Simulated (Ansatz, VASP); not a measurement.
# Two plane-wave programs on Mg5Cd3O8

```
CELL_PARAMETERS angstrom
-4.40538 -4.40538 0.00000
-4.40538 0.00000 -4.40538
0.02255 -4.42794 -4.42794
ATOMIC_POSITIONS crystal
Cd 0.50000 0.50000 0.50000
Cd 0.00000 0.50000 0.50000
Cd 0.50000 0.00000 0.50000
Mg 0.00000 0.00000 0.50000
Mg 0.50000 0.50000 0.00000
Mg 0.00000 0.50000 0.00000
Mg 0.50000 0.00000 0.00000
Mg 0.00000 0.00000 0.00000
O 0.25015 0.25015 0.22933
O 0.77037 0.25015 0.22933
O 0.25015 0.77037 0.22933
O 0.76067 0.76067 0.21800
O 0.23933 0.23933 0.78200
O 0.74985 0.22963 0.77067
O 0.22963 0.74985 0.77067
O 0.74985 0.74985 0.77067
```

Alike in both runs: functional PBEsol; k mesh 4 × 4 × 4; occupations gaussian, width 0.1 eV; no spin polarisation.

Ansatz relaxed the structure, and its values are those at the end. VASP's run is a single point on that final structure, the one shown.

|  | VASP | Ansatz |
| --- | --- | --- |
| version | VASP 6.6.1 | Ansatz 0.2.0 |
| potentials or method | VASP PAW PBE potentials, release 64 (Cd_sv_GW, Mg_sv, O), cutoff 750 eV | scalar-relativistic, plane waves, PAW |
| valence electrons in the cell | 158 | 158 |

Ansatz gave:

```
gap on the k mesh at the Fermi level (eV) : 1.78
least direct gap on the mesh (eV)         : 1.78
pressure (GPa)                            : 0.1
rms of the force components (eV/Å)        : 0.010
```

**Question.** Estimate VASP's values.

**Answer.** gap on the k mesh at the Fermi level (eV): 1.78; least direct gap on the mesh (eV): 1.78; pressure (GPa): -0.1; rms of the force components (eV/Å): 0.017.

VASP's potentials were made for PBE, not for PBEsol.
